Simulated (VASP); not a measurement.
# MnHg (P4/mmm) in VASP: notebook

The runs below take MnHg through electric field gradients, with PBE, r2SCAN.

Everything below comes from runs of VASP 6.6.1. Logs are shortened: lines on timing, memory, paths and dates and some standing lists are left out, and cuts for length are marked.

## (1) The cell of the first run

The structure is tetragonal, space group P4/mmm (No. 123). The conventional cell has a = 3.342 Å, b = 3.342 Å, c = 3.367 Å, α = 90.00°, β = 90.00°, γ = 90.00°. Within 3.8 Å of Mn (site symmetry 4/mmm) lie 8 Hg at 2.90 Å and 6 Mn at 3.34 to 3.37 Å. Within 3.8 Å of Hg (site symmetry 4/mmm) lie 8 Mn at 2.90 Å and 6 Hg at 3.34 to 3.37 Å.

## (2) Electric field gradients, PBE, collinear spin, ferromagnetic start (18.80 Å³/atom)

The input, INCAR:

```
SYSTEM = MnHg
PREC = Accurate
ENCUT = 520
EDIFF = 1E-8
ISMEAR = -1
SIGMA = 0.05
LREAL = .FALSE.
LASPH = .TRUE.
NELM = 150
ALGO = Normal
ISIF = 2
LWAVE = .FALSE.
LCHARG = .FALSE.
ISPIN = 2
MAGMOM = 4 0
LORBIT = 11
LMAXMIX = 4
GGA = PE
LEFG = .TRUE.
NBANDS = 24
```

The input, KPOINTS:

```
regular mesh
0
G
  10 10 10
  0 0 0
```

The input, POSCAR:

```
MnHg
1.0
    3.3419112212      0.0000000000      0.0000000000
    0.0000000000      3.3419112212      0.0000000000
    0.0000000000      0.0000000000      3.3673211301
Mn Hg
1 1
Direct
    0.5000000000      0.5000000000      0.5000000000
    0.0000000000      0.0000000000      0.0000000000
```

Potentials or basis: VASP PAW PBE potentials, release 64 (Mn_pv, Hg).

On the command line:

```
cat potpaw_PBE.64/Mn_pv/POTCAR potpaw_PBE.64/Hg/POTCAR > POTCAR
mpirun -np 1 vasp_std > vasp.out
```

OUTCAR:

```text
SYSTEM = MnHg
   PREC = Accurate
   ENCUT = 520
   EDIFF = 1E-8
   ISMEAR = -1
   LREAL = .FALSE.
   LASPH = .TRUE.
   NELM = 150
   ISIF = 2
   ISPIN = 2
   LORBIT = 11
   GGA = PE

 ion  position               nearest neighbor table
   1  0.500  0.500  0.500-   2 2.90   2 2.90   2 2.90   2 2.90   2 2.90   2 2.90   2 2.90   2 2.90

   2  0.000  0.000  0.000-   1 2.90   1 2.90   1 2.90   1 2.90   1 2.90   1 2.90   1 2.90   1 2.90

  LATTYP: Found a simple tetragonal cell.
 ALAT       =     3.3419112212
 C/A-ratio  =     1.0076034063

  Lattice vectors:

 A1 = (   3.3419112212,   0.0000000000,   0.0000000000)
 A2 = (   0.0000000000,   3.3419112212,   0.0000000000)
 A3 = (   0.0000000000,   0.0000000000,   3.3673211301)

Analysis of symmetry for initial positions (statically):
=====================================================================
 Subroutine PRICEL returns:
 Original cell was already a primitive cell.

 Routine SETGRP: Setting up the symmetry group for a
 simple tetragonal supercell.

 Subroutine GETGRP returns: Found 16 space group operations
 (whereof 16 operations were pure point group operations)
 out of a pool of 16 trial point group operations.

The static configuration has the point symmetry D_4h.

Analysis of symmetry for dynamics (positions and initial velocities):
=====================================================================
 Subroutine PRICEL returns:
 Original cell was already a primitive cell.

 Routine SETGRP: Setting up the symmetry group for a
 simple tetragonal supercell.

 Subroutine GETGRP returns: Found 16 space group operations
 (whereof 16 operations were pure point group operations)
 out of a pool of 16 trial point group operations.

The dynamic configuration has the point symmetry D_4h.

Analysis of structural, dynamic, and magnetic symmetry:
=====================================================================
 Subroutine PRICEL returns:
 Original cell was already a primitive cell.

 Routine SETGRP: Setting up the symmetry group for a
 simple tetragonal supercell.

 Subroutine GETGRP returns: Found 16 space group operations
 (whereof 16 operations were pure point group operations)
 out of a pool of 16 trial point group operations.

The overall configuration has the point symmetry D_4h.

 Subroutine INISYM returns: Found 16 space group operations
 (whereof 16 operations are pure point group operations),
 and found     1 'primitive' translations

----------------------------------------------------------------------------------------

                                     Primitive cell

  volume of cell :      37.6075

  direct lattice vectors                    reciprocal lattice vectors
     3.341911221  0.000000000  0.000000000     0.299229972  0.000000000  0.000000000
     0.000000000  3.341911221  0.000000000     0.000000000  0.299229972  0.000000000
     0.000000000  0.000000000  3.367321130     0.000000000  0.000000000  0.296971973

  length of vectors
     3.341911221  3.341911221  3.367321130     0.299229972  0.299229972  0.296971973

  position of ions in fractional coordinates (direct lattice)
     0.500000000  0.500000000  0.500000000
     0.000000000  0.000000000  0.000000000

  ion indices of the primitive-cell ions
   primitive index   ion index
                 1           1
                 2           2

----------------------------------------------------------------------------------------

 KPOINTS: regular mesh

Automatic generation of k-mesh.
 Grid dimensions read from file:
 generate k-points for:   10   10   10

 Generating k-lattice:

  Cartesian coordinates                     Fractional coordinates (reciprocal lattice)
[... 59 lines left out ...]
   NELM   =    150;   NELMIN=  2; NELMDL= -5     # of ELM steps
   EDIFF  = 0.1E-07   stopping-criterion for ELM
   LREAL  =      F    real-space projection
   EDIFFG = 0.1E-06   stopping-criterion for IOM
   NSW    =      0    number of steps for IOM
   IBRION =     -1    ionic relax: 0-MD 1-quasi-New 2-CG
   NFREE  =      0    steps in history (QN), initial steepest desc. (CG)
   ISIF   =      2    stress and relaxation
   ISYM   =      2    0-nonsym 1-usesym 2-fastsym
   POTIM  = 0.5000    time-step for ionic-motion
   TEBEG  =    0.0;   TEEND  =   0.0 temperature during run
   PSTRESS=    0.0 pullay stress
   NELECT =      25.0000    total number of electrons
   NUPDOWN=      -1.0000    fix difference up-down
   EMIN   =  10.00;   EMAX   =-10.00  energy-range for DOS
   EFERMI =   0.00;   METHOD = LEGACY
   ISMEAR =    -1;   SIGMA  =   0.05  broadening in eV -4-tet -1-fermi 0-gaus
   EFERMI_NEDOS =   21; number of points for ismear=-14 and -15
   IALGO  =     38    algorithm
   IMIX   =      4    mixing-type and parameters
     AMIX     =   0.40;   BMIX     =  1.00
     AMIX_MAG =   1.60;   BMIX_MAG =  1.00
  volume/ion in A,a.u.               =      18.80       126.89
  Fermi-wavevector in a.u.,A,eV,Ry     =   1.428773  2.699990 27.774847  2.041394
  Thomas-Fermi vector in A             =   2.548799
   LORBIT       =     11    0 simple, 1 ext, 2 COOP (PROOUT), +10 PAW based schemes
   GGA     = PE    functional components
   LHFCALC =     F    Hartree Fock is set to
   AEXX    =    0.0000 exact exchange contribution
   IVDW    =     0    specifies the selected vdW correction
   LEPSILON=     F    determine dielectric tensor
   LRPA    =     F    only Hartree local field effects (RPA)
 spin polarized calculation
  energy-cutoff  :      520.00
  volume of cell :       37.61
 maximum number of plane-waves:      1028
 NGX is ok and might be reduce to    28
   NGX = 13   NGY = 13   NGZ = 13

 number of electron      24.9999997 magnetization       3.9743356

 Free energy of the ion-electron system (eV)
  ---------------------------------------------------
  ext. energy  EPLUGINS =         0.00000000
  ---------------------------------------------------
  free energy    TOTEN  =        -8.49577647 eV

  energy without entropy =       -8.48196869  energy(sigma->0) =       -8.48887258

 E-fermi :   5.2733     XC(G=0): -11.5115

 val. band max:        5.2702930909   @ k =   0.0000   0.0000   0.5000
 cond. band min:       5.2846332915   @ k =   0.5000   0.0000   0.0000
 fundamental gap:      0.0143402006
 Fermi energy:         5.2732739012

 spin component 1

 k-point     1 :       0.0000    0.0000    0.0000
  band No.  band energies     occupation
      1     -44.9960      1.00000
      2     -44.9939      1.00000
      3     -44.9939      1.00000
      4      -4.1881      1.00000
      5      -2.8761      1.00000
      6      -2.8650      1.00000
[... 637 lines left out ...]
     23      21.4017      0.00000
     24      23.1874      0.00000

 [... further k-points ...]

 spin component 2

 k-point     1 :       0.0000    0.0000    0.0000
  band No.  band energies     occupation
      1     -40.8894      1.00000
      2     -40.8872      1.00000
      3     -40.8872      1.00000
      4      -3.9710      1.00000
      5      -2.8613      1.00000
      6      -2.8483      1.00000
[... 637 lines left out ...]
     23      21.8905      0.00000
     24      23.6678      0.00000

 [... further k-points ...]

------------------------ aborting loop because EDIFF is reached ----------------------------------------

  FORCE on cell =-STRESS in cart. coord.  units (eV):
  Direction    XX          YY          ZZ          XY          YZ          ZX
  --------------------------------------------------------------------------------------
  -------------------------------------------------------------------------------------
  Total       -0.3348861     -0.3348861     -0.3266853      0.0000000     -0.0000000      0.0000000
  in kB      -14.2670214    -14.2670214    -13.9176486      0.0000000     -0.0000000      0.0000000
  external PRESSURE =     -14.1505638 kB  Pullay stress =       0.0000000 kB

 VOLUME and BASIS-vectors are now :
 -----------------------------------------------------------------------------
  energy-cutoff  :      520.00
  volume of cell :       37.61
      direct lattice vectors                 reciprocal lattice vectors
     3.341911221  0.000000000  0.000000000     0.299229972  0.000000000  0.000000000
     0.000000000  3.341911221  0.000000000     0.000000000  0.299229972  0.000000000
     0.000000000  0.000000000  3.367321130     0.000000000  0.000000000  0.296971973

 POSITION                                       TOTAL-FORCE (eV/Angst)
 -----------------------------------------------------------------------------------
      1.67096      1.67096      1.68366         0.000000      0.000000      0.000000
      0.00000      0.00000      0.00000         0.000000      0.000000      0.000000
 -----------------------------------------------------------------------------------
    total drift:                                0.000000      0.000000      0.000000

  FREE ENERGIE OF THE ION-ELECTRON SYSTEM (eV)
  ---------------------------------------------------
  free  energy   TOTEN  =        -8.4957764745 eV

  energy  without entropy=       -8.4819686857  energy(sigma->0) =       -8.48887258

 Electric field gradients (V/A^2)
---------------------------------------------------------------------
 ion       V_xx      V_yy      V_zz      V_xy      V_xz      V_yz
---------------------------------------------------------------------
   1      -0.195    -0.195     0.390     0.000     0.000    -0.000
   2       0.761     0.761    -1.522    -0.000    -0.000    -0.000
---------------------------------------------------------------------

 Electric field gradients after diagonalization (V/A^2)
 (convention: |V_zz| > |V_xx| > |V_yy|)
----------------------------------------------------------------------
 ion       V_xx      V_yy      V_zz     asymmetry (V_yy - V_xx)/ V_zz
----------------------------------------------------------------------
   1      -0.195    -0.195     0.390       0.000
   2       0.761     0.761    -1.522       0.000
----------------------------------------------------------------------

           NMR quadrupolar parameters

 Cq : quadrupolar parameter    Cq=e*Q*V_zz/h
 eta: asymmetry parameters     (V_yy - V_xx)/ V_zz
 Q  : nuclear electric quadrupole moment in mb (millibarn)
----------------------------------------------------------------------
 ion       Cq(MHz)       eta       Q (mb)
----------------------------------------------------------------------
   1       0.001       0.000       1.000
   2      -0.004       0.000       1.000
----------------------------------------------------------------------

 total charge

# of ion       s       p       d       tot
------------------------------------------
    1        0.248   6.163   4.963  11.374
    2        0.816   0.493   9.255  10.564
--------------------------------------------------
tot          1.064   6.656  14.218  21.938

 magnetization (x)

# of ion       s       p       d       tot
------------------------------------------
    1        0.030   0.016   3.833   3.879
    2       -0.039  -0.059   0.045  -0.052
--------------------------------------------------
tot         -0.010  -0.043   3.879   3.826
```

It took 3.7 min on 1 thread of Intel Xeon Platinum 8259CL at 2.50GHz (Skylake/Cascade Lake), shared host; peak memory 0.3 GiB.

Results:

- Free energy: -8.4958 eV
- Pressure: -1.4 GPa
- Net moment: 3.97 μB per cell
- Site moments: Mn +3.88; Hg -0.05 μB
- Largest electric field gradient by atom: Mn +0.4; Hg -1.5 V/Å²
- Valence electrons inside the program's atomic spheres: Mn 11.37; Hg 10.56

Electric field gradients, principal values (V/Å²):
```csv
atom,least,middle,greatest (by size)
1 Mn,-0.195,-0.195,0.390
2 Hg,0.761,0.761,-1.522
```

Caveat: without QUAD_EFG the Cq values of the log hold for a quadrupole moment of 1 mb, not for the nuclei; spin-orbit coupling is left out, which moves the levels of the heavy elements.

(Continued in part 2 of 2.)
